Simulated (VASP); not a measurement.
Wanted: the native input for a VASP 6.6.1 run.

- Task: single point
- Functional: PBEsol
- Potentials or basis: VASP PAW PBE potentials, release 64 (B, P)
- Cutoff: 520 eV
- k mesh: 12 × 12 × 12
- Occupations: gaussian, width 0.05 eV
- Spin: no spin polarisation
- Dipole correction: no
- Further INCAR settings: ALGO = Normal; EDIFF = 1e-06; NBANDS = 11

The structure of BP lies in POSCAR:

```
BP
1.0
    0.0000000000      2.2295096125      2.2295096125
    2.2295096125      0.0000000000      2.2295096125
    2.2295096125      2.2295096125      0.0000000000
B P
1 1
Direct
    0.0000000000      0.0000000000      0.0000000000
    0.7500000000      0.7500000000      0.7500000000
```

This cell differs from its parent crystal: volume scaled by 0.960.

These files were run (other wordings do the same):

INCAR

```
SYSTEM = BP
PREC = Accurate ; ENCUT = 520
EDIFF = 1E-6 ; ISMEAR = 0
SIGMA = 0.05 ; LREAL = .FALSE.
LASPH = .TRUE. ; NELM = 60
ALGO = Normal ; ISIF = 2
LWAVE = .FALSE. ; LCHARG = .FALSE.
GGA = PS ; NBANDS = 11
```

KPOINTS

```
regular mesh
0
G
  12 12 12
  0 0 0
```

Potentials or basis: VASP PAW PBE potentials, release 64 (B, P).

Launch:

```bash
$ cat potpaw_PBE.64/B/POTCAR potpaw_PBE.64/P/POTCAR > POTCAR
$ mpirun -np 1 vasp_std > vasp.out
```

It gave:

- Pressure: 7.6 GPa
- Band gap on the k mesh: 1.05 eV, indirect (least direct gap 3.44 eV)

Caveat: the PAW data sets were made with another functional, which shifts forces and pressure a little.

Run time: 8.5 s on 1 thread of Intel Xeon 6975P-C (shared host), peak memory 0.14 GiB.
